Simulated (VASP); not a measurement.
# Al (P6_3/mmc) in VASP: notebook, part 2 of 3

VASP 6.6.1. Earlier steps stand in the parts before.

**3. Relaxation of cell and atoms, PBEsol**

INCAR

```
SYSTEM = Al
PREC = Accurate
ENCUT = 600
EDIFF = 1E-6
ISMEAR = 1
SIGMA = 0.05
LREAL = .False.
LASPH = .True.
NELM = 100
ALGO = Normal
ISIF = 3
LWAVE = .False.
LCHARG = .False.
GGA = PS
IBRION = 2
NSW = 100
EDIFFG = -0.03
```

KPOINTS

```
Automatic mesh
0
Gamma
  14 14 7
  0 0 0
```

POSCAR

```
Al
1.0
    2.8124550000      0.0000000000      0.0000000000
   -1.4062275000      2.4356574770      0.0000000000
    0.0000000000      0.0000000000      4.8668500000
Al
2
Direct
    0.6666666667      0.3333333333      0.7500000000
    0.3333333333      0.6666666667      0.2500000000
```

Potentials or basis: VASP PAW PBE potentials, release 64 (Al).

Run with:

```sh
$ cat potpaw_PBE.64/Al/POTCAR > POTCAR
$ mpirun -np 1 vasp_std > vasp.out
```

OUTCAR:

```text
SYSTEM = Al
   PREC = Accurate
   ENCUT = 600
   EDIFF = 1E-6
   ISMEAR = 1
   LREAL = .False.
   LASPH = .True.
   NELM = 100
   ISIF = 3
   GGA = PS
   IBRION = 2
   NSW = 100
   EDIFFG = -0.03

 ion  position               nearest neighbor table
   1  0.667  0.333  0.750-   2 2.93   2 2.93   2 2.93   2 2.93   2 2.93   2 2.93
   2  0.333  0.667  0.250-   1 2.93   1 2.93   1 2.93   1 2.93   1 2.93   1 2.93

  LATTYP: Found a hexagonal cell.
 ALAT       =     2.8124550000
 C/A-ratio  =     1.7304632430

  Lattice vectors:

 A1 = (   2.8124550000,   0.0000000000,   0.0000000000)
 A2 = (  -1.4062275000,   2.4356574770,   0.0000000000)
 A3 = (   0.0000000000,   0.0000000000,   4.8668500000)

Analysis of symmetry for initial positions (statically):
=====================================================================
 Subroutine PRICEL returns:
 Original cell was already a primitive cell.

 Routine SETGRP: Setting up the symmetry group for a
 hexagonal supercell.

 Subroutine GETGRP returns: Found 24 space group operations
 (whereof 12 operations were pure point group operations)
 out of a pool of 24 trial point group operations.

The static configuration has the point symmetry D_3d.
 The point group associated with its full space group is D_6h.

Analysis of symmetry for dynamics (positions and initial velocities):
=====================================================================
 Subroutine PRICEL returns:
 Original cell was already a primitive cell.

 Routine SETGRP: Setting up the symmetry group for a
 hexagonal supercell.

 Subroutine GETGRP returns: Found 24 space group operations
 (whereof 12 operations were pure point group operations)
 out of a pool of 24 trial point group operations.

The dynamic configuration has the point symmetry D_3d.
 The point group associated with its full space group is D_6h.

 Subroutine INISYM returns: Found 24 space group operations
 (whereof 12 operations are pure point group operations),
 and found     1 'primitive' translations

----------------------------------------------------------------------------------------

                                     Primitive cell

  volume of cell :      33.3388

  direct lattice vectors                    reciprocal lattice vectors
     2.812455000  0.000000000  0.000000000     0.355561245  0.205283380  0.000000000
    -1.406227500  2.435657477  0.000000000     0.000000000  0.410566760  0.000000000
     0.000000000  0.000000000  4.866850000     0.000000000  0.000000000  0.205471712

  length of vectors
     2.812455000  2.812455000  4.866850000     0.410566760  0.410566760  0.205471712

  position of ions in fractional coordinates (direct lattice)
     0.666666667  0.333333333  0.750000000
     0.333333333  0.666666667  0.250000000

  ion indices of the primitive-cell ions
   primitive index   ion index
                 1           1
                 2           2

----------------------------------------------------------------------------------------

 KPOINTS: Automatic mesh

Automatic generation of k-mesh.
 Grid dimensions read from file:
 generate k-points for:   14   14    7

[... 47 lines left out ...]
   total plane-waves  NPLWV =  23040
   dimension x,y,z NGX =    24 NGY =   24 NGZ =   40
   dimension x,y,z NGXF=    48 NGYF=   48 NGZF=   80
   ions per type =               2
   NGX,Y,Z   is equivalent  to a cutoff of  14.19, 14.19, 13.66 a.u.
   NGXF,Y,Z  is equivalent  to a cutoff of  28.37, 28.37, 27.33 a.u.
 SYSTEM =  Al
   PREC   = accura    normal or accurate (medium, high low for compatibility)
   ISTART =      0    job   : 0-new  1-cont  2-samecut
   ICHARG =      2    charge: 1-file 2-atom 10-const
   ISPIN  =      1    spin polarized calculation?
   LNONCOLLINEAR =      F non collinear calculations
   LSORBIT =      F    spin-orbit coupling
   LASPH  =      T    aspherical Exc in radial PAW
   ENCUT  =  600.0 eV  44.10 Ry    6.64 a.u.   5.62  5.62  9.72*2*pi/ulx,y,z
   NELM   =    100;   NELMIN=  2; NELMDL= -5     # of ELM steps
   EDIFF  = 0.1E-05   stopping-criterion for ELM
   LREAL  =      F    real-space projection
   EDIFFG = -.3E-01   stopping-criterion for IOM
   NSW    =    100    number of steps for IOM
   IBRION =      2    ionic relax: 0-MD 1-quasi-New 2-CG
   NFREE  =      1    steps in history (QN), initial steepest desc. (CG)
   ISIF   =      3    stress and relaxation
   ISYM   =      2    0-nonsym 1-usesym 2-fastsym
   POTIM  = 0.5000    time-step for ionic-motion
   TEBEG  =    0.0;   TEEND  =   0.0 temperature during run
   PSTRESS=    0.0 pullay stress
   NELECT =       6.0000    total number of electrons
   NUPDOWN=      -1.0000    fix difference up-down
   EMIN   =  10.00;   EMAX   =-10.00  energy-range for DOS
   EFERMI =   0.00;   METHOD = LEGACY
   ISMEAR =     1;   SIGMA  =   0.05  broadening in eV -4-tet -1-fermi 0-gaus
   EFERMI_NEDOS =   21; number of points for ismear=-14 and -15
   IALGO  =     38    algorithm
   IMIX   =      4    mixing-type and parameters
     AMIX     =   0.40;   BMIX     =  1.00
     AMIX_MAG =   1.60;   BMIX_MAG =  1.00
  volume/ion in A,a.u.               =      16.67       112.49
  Fermi-wavevector in a.u.,A,eV,Ry     =   0.924291  1.746656 11.623642  0.854314
  Thomas-Fermi vector in A             =   2.050021
   LORBIT       =      0    0 simple, 1 ext, 2 COOP (PROOUT), +10 PAW based schemes
   GGA     = PS    functional components
   LHFCALC =     F    Hartree Fock is set to
   AEXX    =    0.0000 exact exchange contribution
   IVDW    =     0    specifies the selected vdW correction
   LEPSILON=     F    determine dielectric tensor
   LRPA    =     F    only Hartree local field effects (RPA)
 conjugate gradient relaxation of ions
 non-spin polarized calculation
 Methfessel and Paxton  Order N= 1 SIGMA  =   0.05
  energy-cutoff  :      600.00
  volume of cell :       33.34
 maximum number of plane-waves:      1135
 NGX is ok and might be reduce to    24
   NGX = 11   NGY = 11   NGZ = 19

--------------------------------------- Ionic step        1  -------------------------------------------

 number of electron       6.0000000 magnetization

 Free energy of the ion-electron system (eV)
  ---------------------------------------------------
  ext. energy  EPLUGINS =         0.00000000
  ---------------------------------------------------
  free energy    TOTEN  =        -8.11256815 eV

  energy without entropy =       -8.11253404  energy(sigma->0) =       -8.11255678

------------------------ aborting loop because EDIFF is reached ----------------------------------------

  FORCE on cell =-STRESS in cart. coord.  units (eV):
  Direction    XX          YY          ZZ          XY          YZ          ZX
  --------------------------------------------------------------------------------------
  -------------------------------------------------------------------------------------
  Total       -0.1019989     -0.1019989     -0.6626871      0.0000000      0.0000000      0.0000000
  in kB       -4.9018067     -4.9018067    -31.8470600      0.0000000      0.0000000      0.0000000
  external PRESSURE =     -13.8835578 kB  Pullay stress =       0.0000000 kB
[... 275 lines left out ...]
--------------------------------------- Ionic step        9  -------------------------------------------

 number of electron       6.0000000 magnetization

 Free energy of the ion-electron system (eV)
  ---------------------------------------------------
  ext. energy  EPLUGINS =         0.00000000
  ---------------------------------------------------
  free energy    TOTEN  =        -8.11951492 eV

  energy without entropy =       -8.11949163  energy(sigma->0) =       -8.11950715

 E-fermi :   8.0704     XC(G=0): -10.2917

 val. band max:        8.0220842708   @ k =   0.3571   0.1429   0.0000
 cond. band min:       8.0905996975   @ k =   0.1429   0.0714   0.2857
 fundamental gap:      0.0685154268
 Fermi energy:         8.0704425714

 k-point     1 :       0.0000    0.0000    0.0000
  band No.  band energies     occupation
      1      -3.1501      2.00000
      2       3.2468      2.00000
      3       3.2510      2.00000
      4      19.2263      0.00000
      5      19.2263      0.00000
      6      19.4831      0.00000
      7      19.7036      0.00000
[... 221 lines left out ...]
 k-point    24 :       0.3571    0.2857    0.0000
  band No.  band energies     occupation
      1       4.3063      2.00000
      2       4.4062      2.00000
      3       6.0019      2.00000
      4      10.0354      0.00000
      5      10.1055      0.00000
      6      10.6749      0.00000
      7      11.5353      0.00000

 [... further k-points ...]

------------------------ aborting loop because EDIFF is reached ----------------------------------------

  FORCE on cell =-STRESS in cart. coord.  units (eV):
  Direction    XX          YY          ZZ          XY          YZ          ZX
  --------------------------------------------------------------------------------------
  -------------------------------------------------------------------------------------
  Total        0.0005336      0.0005336     -0.0301072      0.0000000      0.0000000      0.0000000
  in kB        0.0261515      0.0261515     -1.4754886      0.0000000      0.0000000      0.0000000
  external PRESSURE =      -0.4743952 kB  Pullay stress =       0.0000000 kB
[... 17 lines left out ...]
  FREE ENERGIE OF THE ION-ELECTRON SYSTEM (eV)
  ---------------------------------------------------
  free  energy   TOTEN  =        -8.1195149163 eV

  energy  without entropy=       -8.1194916281  energy(sigma->0) =       -8.11950715

 reached required accuracy - stopping structural energy minimisation
```

OSZICAR:

```text
N       E                     dE             d eps       ncg     rms          rms(c)
DAV:   1    -0.334932442578E+00   -0.33493E+00   -0.24583E+03  1344   0.742E+02
DAV:   2    -0.809270660573E+01   -0.77578E+01   -0.74460E+01  1855   0.524E+01
DAV:   3    -0.817109994004E+01   -0.78393E-01   -0.78429E-01  1883   0.654E+00
[... 49 lines left out ...]
       N       E                     dE             d eps       ncg     rms          rms(c)
DAV:   1    -0.811954723190E+01   -0.20451E-03   -0.33486E-03  1834   0.359E-01    0.447E-02
DAV:   2    -0.811952821517E+01    0.19017E-04   -0.23999E-05  1582   0.373E-02    0.175E-02
DAV:   3    -0.811951706846E+01    0.11147E-04   -0.47330E-06  1750   0.122E-02    0.675E-03
DAV:   4    -0.811951498332E+01    0.20851E-05   -0.11721E-06   812   0.626E-03    0.283E-03
DAV:   5    -0.811951491631E+01    0.67018E-07   -0.55172E-08   693   0.209E-03
   9 F= -.81195149E+01 E0= -.81195072E+01  d E =-.172569E-03
```

CONTCAR:

```text
Al
   1.00000000000000
     2.8172973196430586    0.0000000000000000    0.0000000000000000
    -1.4086486598215293    2.4398510488241310    0.0000000000000000
    -0.0000000000000000   -0.0000000000000000    4.7560828034793907
  Al
     2
Direct
     0.6666666667000030    0.3333333332999970    0.7500000000000000
     0.3333333332999970    0.6666666667000030    0.2500000000000000

  0.00000000E+00  0.00000000E+00  0.00000000E+00
  0.00000000E+00  0.00000000E+00  0.00000000E+00
```

Run time: 74 s. Hardware: 1 thread of Intel Xeon Platinum 8488C (Sapphire Rapids), shared host; peak memory 0.16 GiB.

Results:

- Free energy: -8.1195 eV
- Relaxed volume: 16.35 Å³/atom
- Relaxed cell: a = 2.817 Å, b = 2.817 Å, c = 4.756 Å, α = 90.00°, β = 90.00°, γ = 120.00°
- Space group after relaxing (to 0.05 Å): P6_3/mmc (No. 194)
- Energy gained by relaxing: 3.5 meV/atom
- Ionic steps: 9
- Pressure after relaxing: 0.0 GPa
- Band gap on the k mesh: zero (band 3 reaches 10.86 eV, above the bottom of band 4 at 5.15 eV)

The path:
```tsv
step	energy change (eV)	largest force (eV/Å)	pressure (GPa)	volume (Å³)
1	0.0000	0.0000	-1.39	33.34
2	-0.0053	0.0000	0.15	32.64
3	-0.0054	0.0000	0.33	32.57
4	-0.0055	0.0000	0.67	32.43
5	-0.0065	0.0000	0.23	32.57
6	-0.0068	0.0000	0.34	32.53
7	-0.0068	0.0000	0.39	32.52
8	-0.0068	0.0000	0.37	32.52
9	-0.0069	0.0000	-0.05	32.69
```

Final structure:
```
Al
1.0
     2.81730    0.00000    0.00000
    -1.40865    2.43985    0.00000
     0.00000    0.00000    4.75608
Al
2
Direct
  0.66667 0.33333 0.75000
  0.33333 0.66667 0.25000
```

Levels at points of the mesh, in eV from the Fermi level:
| k point | band 1 | band 2 | band 3 | band 4 | band 5 | band 6 |
| --- | --- | --- | --- | --- | --- | --- |
| (0.00, 0.00, 0.00) | -11.22 | -4.82 | -4.82 | 11.16 | 11.16 | 11.41 |
| (0.50, 0.00, 0.00) | -5.21 | -5.09 | 0.57 | 0.83 | 1.41 | 1.53 |

Caveat: the PAW data sets were made with another functional, which shifts forces and pressure a little.

(Continued in part 3 of 3.)
